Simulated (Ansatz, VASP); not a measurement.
# One calculation of Ta2AlF3, two programs

INCAR

```
PREC = Accurate
ENCUT = 600
EDIFF = 1E-6
ISMEAR = 0
SIGMA = 0.1
LREAL = False
LASPH = True
NELM = 60
ALGO = Normal
ISIF = 3
LWAVE = False
LCHARG = False
GGA = PE
IBRION = 2
NSW = 90
EDIFFG = -0.04
```

The input KPOINTS:

```
regular mesh
0
Gamma
  6 6 2
```

Contents of POSCAR:

```
Ta2AlF3
1.0
    3.0659323300      0.0000000000      0.0000000000
    0.0000000000      3.0659323300      0.0000000000
    0.0000000000      0.0000000000     10.2488216500
Ta Al F
2 1 3
Direct
    0.5000000000      0.5000000000      0.8473602500
    0.5000000000      0.5000000000      0.1526397500
    0.5000000000      0.5000000000      0.5000000000
    0.0000000000      0.0000000000      0.0000000000
    0.0000000000      0.0000000000      0.7145522800
    0.0000000000      0.0000000000      0.2854477200
```

Input for Ansatz:

```yaml
crystal:
  lattice:
    - [3.06593233, 0.0, 0.0]
    - [0.0, 3.06593233, 0.0]
    - [0.0, 0.0, 10.24882165]
  atoms:
    - { symbol: Ta, position: [0.5, 0.5, 0.84736025] }
    - { symbol: Ta, position: [0.5, 0.5, 0.15263975] }
    - { symbol: Al, position: [0.5, 0.5, 0.5] }
    - { symbol: F, position: [0.0, 0.0, 0.0] }
    - { symbol: F, position: [0.0, 0.0, 0.71455228] }
    - { symbol: F, position: [0.0, 0.0, 0.28544772] }
basis:
  ecutwfc: 420
kpoints:
  mp_grid: { grid: [6, 6, 2] }
hamiltonian:
  xc: pbe
scf:
  occupations: { method: gaussian, width: 0.1 }
  lower_state_search: "off"
output:
  forces: true
  stress: true
  eigenvalues: true
relax:
  adjacent_minimum: "off"
  f_tol: 0.04
  max_steps: 70
  cell: { stress_tol: 0.4 }
```

Change from the starting cell: species swapped into the MgSc3Ru2 type (P4/mmm, No. 123).

Alike in both runs: task relaxation of cell and atoms; functional PBE; k mesh 6 × 6 × 2; occupations gaussian, width 0.1 eV; no spin polarisation.

|  | VASP | Ansatz |
| --- | --- | --- |
| version | VASP 6.6.1 | Ansatz 0.2.0 |
| potentials or method | VASP PAW PBE potentials, release 64 (Ta_pv, Al, F), cutoff 600 eV | scalar-relativistic, plane waves, PAW |
| valence electrons in the cell | 46 | 50 |

|  | VASP | Ansatz | Ansatz less VASP |
| --- | --- | --- | --- |
| gap on the k mesh at the Fermi level, each at its own relaxed structure (eV) | none | none | - |
| relaxed volume (Å³/atom) | 16.77 | 17.06 | +0.288 |
| relaxed length of the cell vector where the two differ most in proportion (Å) | 11.783 | 12.192 | +0.4096 |

A gap of «none» marks a metal or a gap that the smearing closes. VASP's potentials hold 46 valence electrons a cell and Ansatz's 50, so a difference there can come from the potentials and not from the codes.

Neither program's run includes spin-orbit coupling.
